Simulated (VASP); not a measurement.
# LiBe16 (a cell with a defect) in VASP: notebook, part 2 of 3

VASP 6.6.1. Earlier steps stand in the parts before.

## 3. Single point, r2SCAN+D3(BJ)

POSCAR

```
LiBe16
1.0
   -2.2900000000     -3.9663960000      0.0000000000
    3.4350000000     -1.9831980000      0.0000000000
    0.0000000000      0.0000000000      7.1768600000
Be Li
16 1
Direct
    0.7019382874      0.4515105322     -0.0457024381
    0.5823181582      0.4890563558      0.1869898535
    0.7352309598      0.4134145264      0.4501690154
    0.4861989786      0.3084121284      0.7410065126
    0.4946926870     -0.0057216148     -0.0144352823
    0.3346979328      1.1578044443      0.3111527883
    0.4765390190     -0.1158444386      0.5043988597
    0.2103846876      0.7521341877      0.7332454583
    0.2651980885      0.4678904287     -0.0205660972
   -0.0381355529      0.2735282631      0.2165989026
    0.2448200238      0.5019906418      0.5073109967
   -0.0315618380      0.3041989493      0.7441694557
   -0.0783901549     -0.0868161440      0.0160376544
    0.7278463115      0.9013589675      0.2871172072
    0.0256319665      0.0003194187      0.5196840958
    0.7255711380      0.8248785752      0.7376484981
    0.1512752632      0.7008792875      0.2494405631
```

INCAR.step1

```
SYSTEM = LiBe16
PREC = Accurate
ENCUT = 520
ISMEAR = -1
SIGMA = 0.1
LREAL = Auto
LASPH = .True.
NELM = 100
NBANDS = 32
GGA = PE
ALGO = Normal
EDIFF = 1E-4
LWAVE = .True.
LCHARG = .False.
```

INCAR.step2

```
SYSTEM = LiBe16
PREC = Accurate
ENCUT = 520
EDIFF = 1E-6
ISMEAR = -1
SIGMA = 0.1
LREAL = Auto
LASPH = .True.
NELM = 100
ALGO = Normal
ISIF = 2
LWAVE = .False.
LCHARG = .False.
METAGGA = R2SCAN
LMIXTAU = .True.
IVDW = 12
VDW_S6 = 1.0
VDW_S8 = 0.78981345
VDW_A1 = 0.49484001
VDW_A2 = 5.73083694
NBANDS = 32
ISTART = 1
```

KPOINTS

```
regular mesh
0
Gamma
  2 3 2
  0 0 0
```

Potentials or basis: VASP PAW PBE potentials, release 64 (Be, Li_sv).

Started as:

```
$ cat potpaw_PBE.64/Be/POTCAR potpaw_PBE.64/Li_sv/POTCAR > POTCAR
$ cp INCAR.step1 INCAR
$ mpirun -np 1 vasp_std > vasp.out
$ cp INCAR.step2 INCAR
$ mpirun -np 1 vasp_std > vasp.out
```

OUTCAR:

```text
SYSTEM = LiBe16
   PREC = Accurate
   ENCUT = 520
   EDIFF = 1E-6
   ISMEAR = -1
   LREAL = Auto
   LASPH = .True.
   NELM = 100
   ISIF = 2
   METAGGA = R2SCAN
   IVDW = 12
   ISTART = 1
 IVDW          = 12

 ion  position               nearest neighbor table
   1  0.702  0.452  0.954-   2 1.76   4 1.91   9 2.01  12 2.03   5 2.06  13 2.14  16 2.15  10 2.34
                             5 2.36
   2  0.582  0.489  0.187-   1 1.76  14 1.91  10 1.95   6 1.95   3 2.04   9 2.08  17 2.19
   3  0.735  0.413  0.450-   2 2.04  10 2.05  15 2.17   7 2.25  14 2.26  11 2.31   6 2.32  14 2.34

   4  0.486  0.308  0.741-   1 1.91   9 2.09  11 2.15   5 2.15   8 2.17  12 2.21  16 2.21  16 2.32
                            12 2.37
   5  0.495  0.994  0.986-  13 1.99   1 2.06   4 2.15   9 2.15  16 2.18   9 2.34   1 2.36
   6  0.335  0.158  0.311-   7 1.88  10 1.89   2 1.95  11 2.00  17 2.05  14 2.08  15 2.15   3 2.32
                            17 2.35
   7  0.477  0.884  0.504-  11 1.85   6 1.88  14 1.94  16 2.04   8 2.11  15 2.12   3 2.25  17 2.47
[... 6 lines left out ...]
                            17 2.44
  11  0.245  0.502  0.507-   7 1.85   8 1.91   6 2.00  17 2.06   4 2.15  15 2.22  15 2.23  12 2.26
                             3 2.31
  12  0.968  0.304  0.744-   1 2.03  15 2.03   8 2.10  16 2.20   4 2.21  11 2.26   9 2.26  16 2.35
                             4 2.37
  13  0.922  0.913  0.016-   5 1.99  10 2.04   1 2.14  14 2.14  17 2.15  16 2.22   9 2.38
  14  0.728  0.901  0.287-  10 1.89   2 1.91   7 1.94   6 2.08  17 2.11  13 2.14  15 2.19   3 2.26
                             3 2.34
  15  0.026  0.000  0.520-   8 2.01  12 2.03   7 2.12   6 2.15   3 2.17  14 2.19  16 2.20  11 2.22
                            11 2.23  17 2.35
  16  0.726  0.825  0.738-   7 2.04   1 2.15   5 2.18  15 2.20  12 2.20   4 2.21  13 2.22   8 2.24
                             4 2.32  12 2.35   8 2.38
  17  0.151  0.701  0.249-  10 1.92   6 2.05  11 2.06  14 2.11  13 2.15   2 2.19   9 2.21  15 2.35
                             6 2.35  10 2.44   7 2.47

  LATTYP: Found a simple orthorhombic cell.
 ALAT       =     3.9663962620
 B/A-ratio  =     1.1547004875
 C/A-ratio  =     1.8094157835

  Lattice vectors:

 A1 = (  -3.4350000000,   1.9831980000,   0.0000000000)
 A2 = (  -2.2900000000,  -3.9663960000,   0.0000000000)
 A3 = (   0.0000000000,   0.0000000000,   7.1768600000)

Analysis of symmetry for initial positions (statically):
=====================================================================
 Subroutine PRICEL returns:
 Original cell was already a primitive cell.

 Routine SETGRP: Setting up the symmetry group for a
 simple orthorhombic supercell.

 Subroutine GETGRP returns: Found  1 space group operations
 (whereof  1 operations were pure point group operations)
 out of a pool of  8 trial point group operations.

The static configuration has the point symmetry C_1 .

Analysis of symmetry for dynamics (positions and initial velocities):
=====================================================================
 Subroutine PRICEL returns:
 Original cell was already a primitive cell.

 Routine SETGRP: Setting up the symmetry group for a
 simple orthorhombic supercell.

 Subroutine GETGRP returns: Found  1 space group operations
 (whereof  1 operations were pure point group operations)
[... 92 lines left out ...]
  0.500000  0.333333  0.000000      2.000000
  0.000000  0.000000  0.500000      1.000000
  0.500000  0.000000  0.500000      1.000000
  0.000000  0.333333  0.500000      2.000000
  0.500000  0.333333  0.500000      2.000000
   k-points           NKPTS =      8   k-points in BZ     NKDIM =      8   number of bands    NBANDS=     32
   number of dos      NEDOS =    301   number of ions     NIONS =     17
   total plane-waves  NPLWV =  58320
   dimension x,y,z NGX =    36 NGY =   30 NGZ =   54
   dimension x,y,z NGXF=    72 NGYF=   60 NGZF=  108
   ions per type =              16   1
   NGX,Y,Z   is equivalent  to a cutoff of  13.07, 12.57, 12.51 a.u.
   NGXF,Y,Z  is equivalent  to a cutoff of  26.13, 25.15, 25.02 a.u.
 SYSTEM =  LiBe16
   PREC   = accura    normal or accurate (medium, high low for compatibility)
   ISTART =      1    job   : 0-new  1-cont  2-samecut
   ICHARG =      0    charge: 1-file 2-atom 10-const
   ISPIN  =      1    spin polarized calculation?
   LNONCOLLINEAR =      F non collinear calculations
   LSORBIT =      F    spin-orbit coupling
   LASPH  =      T    aspherical Exc in radial PAW
   ENCUT  =  520.0 eV  38.22 Ry    6.18 a.u.   8.52  7.37 13.34*2*pi/ulx,y,z
   NELM   =    100;   NELMIN=  2; NELMDL=  0     # of ELM steps
   EDIFF  = 0.1E-05   stopping-criterion for ELM
   LREAL  =      T    real-space projection
   EDIFFG = 0.1E-04   stopping-criterion for IOM
   NSW    =      0    number of steps for IOM
   IBRION =     -1    ionic relax: 0-MD 1-quasi-New 2-CG
   NFREE  =      0    steps in history (QN), initial steepest desc. (CG)
   ISIF   =      2    stress and relaxation
   ISYM   =      2    0-nonsym 1-usesym 2-fastsym
   POTIM  = 0.5000    time-step for ionic-motion
   TEBEG  =    0.0;   TEEND  =   0.0 temperature during run
   PSTRESS=    0.0 pullay stress
   NELECT =      35.0000    total number of electrons
   NUPDOWN=      -1.0000    fix difference up-down
   EMIN   =  10.00;   EMAX   =-10.00  energy-range for DOS
   EFERMI =   0.00;   METHOD = LEGACY
   ISMEAR =    -1;   SIGMA  =   0.10  broadening in eV -4-tet -1-fermi 0-gaus
   EFERMI_NEDOS =   21; number of points for ismear=-14 and -15
   IALGO  =     38    algorithm
   IMIX   =      4    mixing-type and parameters
     AMIX     =   0.40;   BMIX     =  1.00
     AMIX_MAG =   1.60;   BMIX_MAG =  1.00
  volume/ion in A,a.u.               =       7.67        51.75
  Fermi-wavevector in a.u.,A,eV,Ry     =   1.056085  1.995711 15.174786  1.115315
  Thomas-Fermi vector in A             =   2.191307
   LORBIT       =      0    0 simple, 1 ext, 2 COOP (PROOUT), +10 PAW based schemes
   METAGGA = R2SCAN    functional components
   LHFCALC =     F    Hartree Fock is set to
   AEXX    =    0.0000 exact exchange contribution
   IVDW    =    12    specifies the selected vdW correction
   LEPSILON=     F    determine dielectric tensor
   LRPA    =     F    only Hartree local field effects (RPA)
 non-spin polarized calculation
  energy-cutoff  :      520.00
  volume of cell :      130.38
 maximum number of plane-waves:      3536
 NGX is ok and might be reduce to    36
   NGX = 17   NGY = 15   NGZ = 27

 number of electron      34.9999996 magnetization

 Free energy of the ion-electron system (eV)
  ---------------------------------------------------
  ext. energy  EPLUGINS =         0.00000000
  ---------------------------------------------------
  free energy    TOTEN  =       -64.60716988 eV

  energy without entropy =      -64.50737933  energy(sigma->0) =      -64.55727461

 E-fermi :   7.1928     XC(G=0): -11.3021

 val. band max:        7.1836403775   @ k =   0.0000   0.3333   0.5000
 cond. band min:       7.2567014577   @ k =   0.0000   0.0000   0.5000
 fundamental gap:      0.0730610802
 Fermi energy:         7.1928107320

 k-point     1 :       0.0000    0.0000    0.0000
  band No.  band energies     occupation
      1     -40.3537      2.00000
      2      -4.8991      2.00000
      3      -2.8048      2.00000
      4      -2.5026      2.00000
      5       0.5464      2.00000
      6       0.8610      2.00000
[... 245 lines left out ...]
     28      12.4724      0.00000
     29      12.7331      0.00000
 [bands above 29 left out]

------------------------ aborting loop because EDIFF is reached ----------------------------------------

 Edisp (eV)   -2.96384

 E8    (eV) :    -0.7801

  FORCE on cell =-STRESS in cart. coord.  units (eV):
  Direction    XX          YY          ZZ          XY          YZ          ZX
  --------------------------------------------------------------------------------------
  -------------------------------------------------------------------------------------
  Total      10.40227     7.48928    20.49031    -6.16203    -1.04489     1.06835
  in kB     127.83287    92.03535   251.80427   -75.72479   -12.84058    13.12884
  external pressure =      157.22 kB  Pullay stress =        0.00 kB

 VOLUME and BASIS-vectors are now :
 -----------------------------------------------------------------------------
  energy-cutoff  :      520.00
  volume of cell :      130.38
      direct lattice vectors                 reciprocal lattice vectors
    -2.290000000 -3.966396000  0.000000000    -0.109170306 -0.189088533  0.000000000
     3.435000000 -1.983198000  0.000000000     0.218340611 -0.126059022  0.000000000
     0.000000000  0.000000000  7.176860000     0.000000000  0.000000000  0.139336702

 POSITION                                       TOTAL-FORCE (eV/Angst)
 -----------------------------------------------------------------------------------
     -0.05650     -3.67960      6.84886        -0.584952     -2.238531     -1.623328
      0.34640     -3.27960      1.34200         0.654854      1.060069      1.168595
     -0.26360     -3.73610      3.23080         0.508340      0.413410      0.779841
     -0.05400     -2.54010      5.31810        -0.154783      1.020553     -1.608743
      2.28250     -3.93400      7.07326        -0.059155      1.605925      1.087825
     -0.22440     -1.64050      2.23310        -0.381315     -0.726886     -0.897641
[... 9 lines left out ...]
      1.17190     -4.51380      5.29400        -0.938784      0.128329      0.624743
      2.06110     -1.99000      1.79020         0.658330     -1.120337     -0.052787
 -----------------------------------------------------------------------------------
    total drift:                                0.078683      0.007320     -0.029608

  FREE ENERGIE OF THE ION-ELECTRON SYSTEM (eV)
  ---------------------------------------------------
  free  energy   TOTEN  =       -67.5710116551 eV

  energy  without entropy=      -67.4712211099  energy(sigma->0) =      -67.52111638
```

Wall time 1.9 min (1 thread of Intel Xeon 6975P-C (Granite Rapids), shared host); peak memory 0.27 GiB.

What came out:

| Item | Value |
| --- | --- |
| Free energy | -67.5710 eV |
| Largest force | 2.868 eV/Å |
| Band gap on the k mesh | zero (an odd number of electrons rules out a gap without spin polarisation) |
| Dispersion energy per atom | -0.174 eV |

Forces on the atoms (eV/Å):
```
Be  -0.585 -2.239 -1.623
Be   0.655  1.060  1.169
Be   0.508  0.413  0.780
Be  -0.155  1.021 -1.609
Be  -0.059  1.606  1.088
Be  -0.381 -0.727 -0.898
Be   0.528 -1.356  1.327
Be   1.128 -1.325  1.977
Be   0.276  1.309  0.384
Be   0.312  0.155 -0.919
Be  -1.508  2.437  0.110
Be  -0.461 -0.226  0.040
Be  -0.767 -1.390 -1.068
Be   0.854 -0.199 -0.314
Be  -0.065  0.452 -1.016
Be  -0.939  0.128  0.625
Li   0.658 -1.120 -0.053
```

Caveat: the k points lie up to 0.69 Å⁻¹ apart, too coarse for converged energies and pressures of a metal; the cutoff is under 1.25 times the usual one of these potentials, so pressure, stress and relaxed cells hold a basis-set (Pulay) error; the atoms stand as in a frame of molecular dynamics; the PAW data sets were made with another functional, which shifts forces and pressure a little.

(Continued in part 3 of 3.)

The gap in the log of VASP goes by the Fermi energy; the results here count the filled bands.